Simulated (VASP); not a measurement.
# SiC (r.B) in VASP: a series of runs

The runs below take SiC (r.B) through single point, with r2SCAN+rVV10.

Everything below comes from runs of VASP 6.6.1. Logs are shortened: lines on timing, memory, paths and dates and some standing lists are left out, and cuts for length are marked.

### Step 1. The cell of the first run

The cell holds a sheet with vacuum, 2 atoms: a = 3.090 Å, b = 3.090 Å, c = 14.000 Å, α = 90.00°, β = 90.00°, γ = 120.00°.

### Step 2. Single point, r2SCAN+rVV10

Input file POSCAR:

```
SiC
1.0
    3.0900000000      0.0000000000      0.0000000000
   -1.5450000000      2.6760184977      0.0000000000
    0.0000000000      0.0000000000     14.0000000000
Si C
1 1
Direct
    0.3333330000      0.6666670000      0.5000000000
    0.6666670000      0.3333330000      0.5000000000
```

Input file INCAR.step1:

```
SYSTEM = SiC
PREC     = Accurate       ! precision mode
ENCUT    = 580            ! plane-wave cutoff, eV
ISMEAR   = 0              ! smearing method
SIGMA    = 0.03           ! smearing width, eV
LREAL    = .False.        ! projectors in reciprocal space
LASPH    = .True.         ! aspherical terms in the spheres
NELM     = 120            ! most SCF steps
LDIPOL   = .True.       
IDIPOL   = 3            
DIPOL    = 0.5 0.5 0.500
NBANDS   = 11             ! bands
GGA      = PE             ! functional
ALGO     = Normal         ! electronic algorithm
EDIFF    = 1E-5           ! SCF threshold, eV
LWAVE    = .True.         ! write WAVECAR
LCHARG   = .False.        ! write CHGCAR
GGA_COMPAT= .False.      
NELMDL   = -8
```

Input file INCAR.step2:

```
SYSTEM = SiC
PREC     = Accurate       ! precision mode
ENCUT    = 580            ! plane-wave cutoff, eV
EDIFF    = 1E-6           ! SCF threshold, eV
ISMEAR   = 0              ! smearing method
SIGMA    = 0.03           ! smearing width, eV
LREAL    = .False.        ! projectors in reciprocal space
LASPH    = .True.         ! aspherical terms in the spheres
NELM     = 120            ! most SCF steps
ALGO     = Normal         ! electronic algorithm
ISIF     = 2              ! what is computed and relaxed
LWAVE    = .False.        ! write WAVECAR
LCHARG   = .False.        ! write CHGCAR
LDIPOL   = .True.       
IDIPOL   = 3            
DIPOL    = 0.5 0.5 0.500
METAGGA  = R2SCAN         ! meta-GGA
LMIXTAU  = .True.       
LUSE_VDW = .True.       
IVDW_NL  = 2            
BPARAM   = 11.95        
CPARAM   = 0.0093       
NBANDS   = 11             ! bands
ISTART   = 1            
GGA_COMPAT= .False.
```

Input file KPOINTS:

```
Automatic mesh
0
Gamma
  12 12 1
  0 0 0
```

Potentials or basis: VASP PAW PBE potentials, release 64 (Si, C).

Started as:

```sh
$ cat potpaw_PBE.64/Si/POTCAR potpaw_PBE.64/C/POTCAR > POTCAR
$ cp INCAR.step1 INCAR
$ mpirun -np 1 vasp_std > vasp.out
$ cp INCAR.step2 INCAR
$ mpirun -np 1 vasp_std > vasp.out
```

OUTCAR:

```text
SYSTEM = SiC
   PREC = Accurate
   ENCUT = 580
   EDIFF = 1E-6
   ISMEAR = 0
   LREAL = .False.
   LASPH = .True.
   NELM = 120
   ISIF = 2
   METAGGA = R2SCAN
   IVDW_NL = 2
   BPARAM = 11.95
   ISTART = 1

 ion  position               nearest neighbor table
   1  0.333  0.667  0.500-   2 1.78   2 1.78   2 1.78
   2  0.667  0.333  0.500-   1 1.78   1 1.78   1 1.78

  LATTYP: Found a hexagonal cell.
 ALAT       =     3.0900000000
 C/A-ratio  =     4.5307443366

  Lattice vectors:

 A1 = (   3.0900000000,   0.0000000000,   0.0000000000)
 A2 = (  -1.5450000000,   2.6760184977,   0.0000000000)
 A3 = (   0.0000000000,   0.0000000000,  14.0000000000)

Analysis of symmetry for initial positions (statically):
=====================================================================
 Subroutine PRICEL returns:
 Original cell was already a primitive cell.

 Routine SETGRP: Setting up the symmetry group for a
 hexagonal supercell.

 Subroutine GETGRP returns: Found 12 space group operations
 (whereof 12 operations were pure point group operations)
 out of a pool of 24 trial point group operations.

The static configuration has the point symmetry D_3h.

Analysis of symmetry for dynamics (positions and initial velocities):
=====================================================================
 Subroutine PRICEL returns:
 Original cell was already a primitive cell.

 Routine SETGRP: Setting up the symmetry group for a
 hexagonal supercell.

 Subroutine GETGRP returns: Found 12 space group operations
 (whereof 12 operations were pure point group operations)
 out of a pool of 24 trial point group operations.

The dynamic configuration has the point symmetry D_3h.

 Subroutine INISYM returns: Found 12 space group operations
 (whereof 12 operations are pure point group operations),
 and found     1 'primitive' translations

----------------------------------------------------------------------------------------

                                     Primitive cell

  volume of cell :     115.7646

  direct lattice vectors                    reciprocal lattice vectors
     3.090000000  0.000000000  0.000000000     0.323624595  0.186844747  0.000000000
    -1.545000000  2.676018498  0.000000000     0.000000000  0.373689495  0.000000000
     0.000000000  0.000000000 14.000000000     0.000000000  0.000000000  0.071428571

  length of vectors
     3.090000000  3.090000000 14.000000000     0.373689495  0.373689495  0.071428571

  position of ions in fractional coordinates (direct lattice)
     0.333333000  0.666667000  0.500000000
     0.666667000  0.333333000  0.500000000

  ion indices of the primitive-cell ions
   primitive index   ion index
                 1           1
                 2           2

----------------------------------------------------------------------------------------

 KPOINTS: Automatic mesh

Automatic generation of k-mesh.
 Grid dimensions read from file:
 generate k-points for:   12   12    1

 Generating k-lattice:

  Cartesian coordinates                     Fractional coordinates (reciprocal lattice)
     0.026968716  0.015570396  0.000000000     0.083333333  0.000000000  0.000000000
     0.000000000  0.031140791  0.000000000     0.000000000  0.083333333  0.000000000
     0.000000000  0.000000000  0.071428571     0.000000000  0.000000000  1.000000000

  Length of vectors
     0.031140791  0.031140791  0.071428571

  Shift w.r.t. Gamma in fractional coordinates (k-lattice)
     0.000000000  0.000000000  0.000000000

 Subroutine IBZKPT returns following result:
 ===========================================

 Found     19 irreducible k-points:

 Following reciprocal coordinates:
            Coordinates               Weight
  0.000000  0.000000  0.000000      1.000000
  0.083333 -0.000000  0.000000      6.000000
  0.166667  0.000000  0.000000      6.000000
  0.250000  0.000000  0.000000      6.000000
  0.333333  0.000000  0.000000      6.000000
  0.416667  0.000000  0.000000      6.000000
[... 11 lines left out ...]
  0.333333  0.250000  0.000000     12.000000
  0.333333  0.333333  0.000000      2.000000
   k-points           NKPTS =     19   k-points in BZ     NKDIM =     19   number of bands    NBANDS=     11
   number of dos      NEDOS =    301   number of ions     NIONS =      2
   total plane-waves  NPLWV =  64512
   dimension x,y,z NGX =    24 NGY =   24 NGZ =  112
   dimension x,y,z NGXF=    48 NGYF=   48 NGZF=  224
   ions per type =               1   1
   NGX,Y,Z   is equivalent  to a cutoff of  12.91, 12.91, 13.30 a.u.
   NGXF,Y,Z  is equivalent  to a cutoff of  25.82, 25.82, 26.60 a.u.
 SYSTEM =  SiC
   PREC   = accura    normal or accurate (medium, high low for compatibility)
   ISTART =      1    job   : 0-new  1-cont  2-samecut
   ICHARG =      0    charge: 1-file 2-atom 10-const
   ISPIN  =      1    spin polarized calculation?
   LNONCOLLINEAR =      F non collinear calculations
   LSORBIT =      F    spin-orbit coupling
   LASPH  =      T    aspherical Exc in radial PAW
   ENCUT  =  580.0 eV  42.63 Ry    6.53 a.u.   6.07  6.07 27.49*2*pi/ulx,y,z
   NELM   =    120;   NELMIN=  2; NELMDL=  0     # of ELM steps
   EDIFF  = 0.1E-05   stopping-criterion for ELM
   LREAL  =      F    real-space projection
   EDIFFG = 0.1E-04   stopping-criterion for IOM
   NSW    =      0    number of steps for IOM
   IBRION =     -1    ionic relax: 0-MD 1-quasi-New 2-CG
   NFREE  =      0    steps in history (QN), initial steepest desc. (CG)
   ISIF   =      2    stress and relaxation
   ISYM   =      2    0-nonsym 1-usesym 2-fastsym
   POTIM  = 0.5000    time-step for ionic-motion
   TEBEG  =    0.0;   TEEND  =   0.0 temperature during run
   PSTRESS=    0.0 pullay stress
   NELECT =       8.0000    total number of electrons
   NUPDOWN=      -1.0000    fix difference up-down
   EMIN   =  10.00;   EMAX   =-10.00  energy-range for DOS
   EFERMI =   0.00;   METHOD = LEGACY
   ISMEAR =     0;   SIGMA  =   0.03  broadening in eV -4-tet -1-fermi 0-gaus
   EFERMI_NEDOS =   21; number of points for ismear=-14 and -15
   IALGO  =     38    algorithm
   IMIX   =      4    mixing-type and parameters
     AMIX     =   0.40;   BMIX     =  1.00
     AMIX_MAG =   1.60;   BMIX_MAG =  1.00
  volume/ion in A,a.u.               =      57.88       390.61
  Fermi-wavevector in a.u.,A,eV,Ry     =   0.671810  1.269536  6.140694  0.451328
  Thomas-Fermi vector in A             =   1.747741
   LORBIT       =      0    0 simple, 1 ext, 2 COOP (PROOUT), +10 PAW based schemes
   METAGGA = R2SCAN    functional components
   LHFCALC =     F    Hartree Fock is set to
   AEXX    =    0.0000 exact exchange contribution
   IVDW_NL    =     2    kernel type
   BPARAM     =11.9500
   IVDW    =     0    specifies the selected vdW correction
   LEPSILON=     F    determine dielectric tensor
   LRPA    =     F    only Hartree local field effects (RPA)
 non-spin polarized calculation
 Gauss-broadening in eV      SIGMA  =   0.03
  energy-cutoff  :      580.00
  volume of cell :      115.76
 maximum number of plane-waves:      3720
   NGX = 13   NGY = 13   NGZ = 55

 number of electron       8.0000000 magnetization

 dipolmoment           0.000000      0.000000     -0.000000 electrons x Angstroem

 Free energy of the ion-electron system (eV)
  ---------------------------------------------------
  ext. energy  EPLUGINS =         0.00000000
  ---------------------------------------------------
  free energy    TOTEN  =       -17.92397782 eV

  energy without entropy =      -17.92397782  energy(sigma->0) =      -17.92397782

 E-fermi :  -2.6993     XC(G=0):  -3.0938

 val. band max:       -2.8273760062   @ k =   0.3333   0.3333   0.0000
 cond. band min:      -0.0026941217   @ k =   0.5000   0.0000   0.0000
 fundamental gap:      2.8246818844
 Fermi energy:        -2.6993003260

 k-point     1 :       0.0000    0.0000    0.0000
  band No.  band energies     occupation
      1     -17.2908      2.00000
      2      -6.8015      2.00000
      3      -4.2144      2.00000
      4      -4.2143      2.00000
      5       0.5786      0.00000
      6       2.4729      0.00000
      7       2.7007      0.00000
      8       4.3984      0.00000
      9       5.1641      0.00000
     10       5.3019      0.00000
     11       5.3020      0.00000

 k-point     2 :       0.0833   -0.0000    0.0000
  band No.  band energies     occupation
      1     -17.1716      2.00000
      2      -6.6744      2.00000
      3      -4.7332      2.00000
      4      -4.3555      2.00000
      5       0.7732      0.00000
      6       2.6010      0.00000
      7       2.8610      0.00000
      8       4.5270      0.00000
      9       5.1384      0.00000
     10       5.2016      0.00000
     11       5.6839      0.00000

 k-point     3 :       0.1667    0.0000    0.0000
  band No.  band energies     occupation
      1     -16.8184      2.00000
      2      -6.2973      2.00000
      3      -5.9842      2.00000
      4      -4.7059      2.00000
      5       1.2308      0.00000
      6       2.9533      0.00000
      7       3.2470      0.00000
      8       4.1629      0.00000
      9       5.0508      0.00000
     10       5.6218      0.00000
     11       6.7485      0.00000

 k-point     4 :       0.2500    0.0000    0.0000
  band No.  band energies     occupation
      1     -16.2475      2.00000
      2      -7.5239      2.00000
      3      -5.6859      2.00000
      4      -5.1215      2.00000
      5       1.7232      0.00000
      6       3.1329      0.00000
      7       3.3552      0.00000
      8       4.3146      0.00000
      9       4.4478      0.00000
     10       6.5199      0.00000
     11       7.0752      0.00000
[... 169 lines left out ...]
 k-point    17 :       0.2500    0.2500    0.0000
  band No.  band energies     occupation
      1     -14.4855      2.00000
      2      -9.7803      2.00000
      3      -7.6572      2.00000
      4      -3.7628      2.00000
      5       0.9246      0.00000
      6       3.9954      0.00000
      7       5.3394      0.00000
      8       5.4882      0.00000
      9       6.5813      0.00000
     10       6.8749      0.00000
     11       7.8420      0.00000

 k-point    18 :       0.3333    0.2500    0.0000
  band No.  band energies     occupation
      1     -13.9149      2.00000
      2     -10.3408      2.00000
      3      -8.1943      2.00000
      4      -3.1052      2.00000
      5       0.2116      0.00000
      6       4.5101      0.00000
      7       4.9834      0.00000
      8       6.1558      0.00000
      9       7.7215      0.00000
     10       8.1130      0.00000
     11       8.6111      0.00000

 k-point    19 :       0.3333    0.3333    0.0000
  band No.  band energies     occupation
      1     -13.6932      2.00000
      2     -10.3099      2.00000
      3      -8.7029      2.00000
      4      -2.8274      2.00000
      5       0.0295      0.00000
      6       4.5496      0.00000
      7       5.0264      0.00000
      8       6.6580      0.00000
      9       8.2939      0.00000
     10       9.1406      0.00000
     11       9.3077      0.00000

------------------------ aborting loop because EDIFF is reached ----------------------------------------

 vacuum level on the upper side and lower side of the slab       (xc-potential included)         0.036         0.036

  FORCE on cell =-STRESS in cart. coord.  units (eV):
  Direction    XX          YY          ZZ          XY          YZ          ZX
  --------------------------------------------------------------------------------------
  -------------------------------------------------------------------------------------
  Total       -0.5784165     -0.5784165     -0.0237542      0.0000000     -0.0000000      0.0000000
  in kB       -8.0052635     -8.0052635     -0.3287568      0.0000000     -0.0000000      0.0000000
  external PRESSURE =      -5.4464280 kB  Pullay stress =       0.0000000 kB

 VOLUME and BASIS-vectors are now :
 -----------------------------------------------------------------------------
  energy-cutoff  :      580.00
  volume of cell :      115.76
      direct lattice vectors                 reciprocal lattice vectors
     3.090000000  0.000000000  0.000000000     0.323624595  0.186844747  0.000000000
    -1.545000000  2.676018498  0.000000000     0.000000000  0.373689495  0.000000000
     0.000000000  0.000000000 14.000000000     0.000000000  0.000000000  0.071428571

 POSITION                                       TOTAL-FORCE (eV/Angst)
 -----------------------------------------------------------------------------------
     -0.00000      1.78401      7.00000        -0.000000      0.000000      0.000000
      1.54500      0.89201      7.00000         0.000000      0.000000      0.000000
 -----------------------------------------------------------------------------------
    total drift:                               -0.000576      0.000333      0.000000

  FREE ENERGIE OF THE ION-ELECTRON SYSTEM (eV)
  ---------------------------------------------------
  free  energy   TOTEN  =       -17.9239778188 eV

  energy  without entropy=      -17.9239778188  energy(sigma->0) =      -17.92397782

 vacuum level on the upper side and lower side of the slab         2.416         2.416
```

Wall time 2.1 min (1 thread of Intel Xeon 6975P-C (Granite Rapids), shared host); peak memory 0.49 GiB.

What came out:

```
Free energy            : -17.9240 eV
Band gap on the k mesh : 2.82 eV, indirect (least direct gap 2.86 eV)
```

Levels at points of the mesh, in eV from the valence-band top:
```tsv
k point	band 1	band 2	band 3	band 4	band 5	band 6	band 7	band 8	band 9
(0.00, 0.00, 0.00)	-14.46	-3.97	-1.39	-1.39	3.41	5.30	5.53	7.23	7.99
(0.50, 0.00, 0.00)	-11.45	-8.16	-2.98	-0.73	2.82	4.34	8.59	9.63	10.06
```

Caveat: the PAW data sets were made with another functional, which shifts forces and pressure a little.

### Step 3. Single point, r2SCAN+rVV10

This run uses another cell than the first one, of 97.62 Å³/atom, 1.686 times its volume.

Input file POSCAR:

```
SiC
1.0
    3.0776866146      0.0000000000      0.0000000000
   -1.5388433073      2.6653547931      0.0000000000
    0.0000000000      0.0000000000     23.8000000000
Si C
1 1
Direct
    0.3333333333      0.6666666667      0.2941176471
    0.6666666667      0.3333333333      0.2941176471
```

Input file INCAR.step1:

```
PREC = Accurate
ENCUT = 580
ISMEAR = 0
SIGMA = 0.03
LREAL = F
LASPH = T
NELM = 120
LDIPOL = T
IDIPOL = 3
DIPOL = 0.5 0.5 0.294
NBANDS = 11
GGA = PE
ALGO = Normal
EDIFF = 1E-5
LWAVE = T
LCHARG = F
GGA_COMPAT = F
NELMDL = -8
```

Input file INCAR.step2:

```
PREC = Accurate
ENCUT = 580
EDIFF = 1E-6
ISMEAR = 0
SIGMA = 0.03
LREAL = F
LASPH = T
NELM = 120
ALGO = Normal
ISIF = 2
LWAVE = F
LCHARG = T
LDIPOL = T
IDIPOL = 3
DIPOL = 0.5 0.5 0.294
METAGGA = R2SCAN
LMIXTAU = T
LUSE_VDW = T
IVDW_NL = 2
BPARAM = 11.95
CPARAM = 0.0093
LELF = T
LVHAR = T
LVACPOTAV = T
NBANDS = 11
ISTART = 1
GGA_COMPAT = F
```

Input file KPOINTS:

```
regular mesh
0
Gamma
  12 12 1
```

Potentials or basis: VASP PAW PBE potentials, release 64 (Si, C).

Started as:

```sh
$ cat potpaw_PBE.64/Si/POTCAR potpaw_PBE.64/C/POTCAR > POTCAR
$ cp INCAR.step1 INCAR
$ mpirun -np 1 vasp_std > vasp.out
$ cp INCAR.step2 INCAR
$ mpirun -np 1 vasp_std > vasp.out
```

Run time: 4.1 min. Hardware: 1 thread of Intel Xeon 6975P-C (Granite Rapids), shared host; peak memory 0.75 GiB.

The run converged. Its results:

* Free energy: -17.9255 eV
* Band gap on the k mesh: 2.85 eV, indirect (least direct gap 2.90 eV)

Levels at points of the mesh, in eV from the valence-band top:
```csv
k point,band 1,band 2,band 3,band 4,band 5,band 6,band 7,band 8
"(0.00, 0.00, 0.00)",-14.51,-4.01,-1.37,-1.37,3.43,5.11,5.31,5.95
"(0.50, 0.00, 0.00)",-11.47,-8.18,-2.97,-0.74,2.85,4.42,8.63,9.69
```

Caveat: the PAW data sets were made with another functional, which shifts forces and pressure a little.
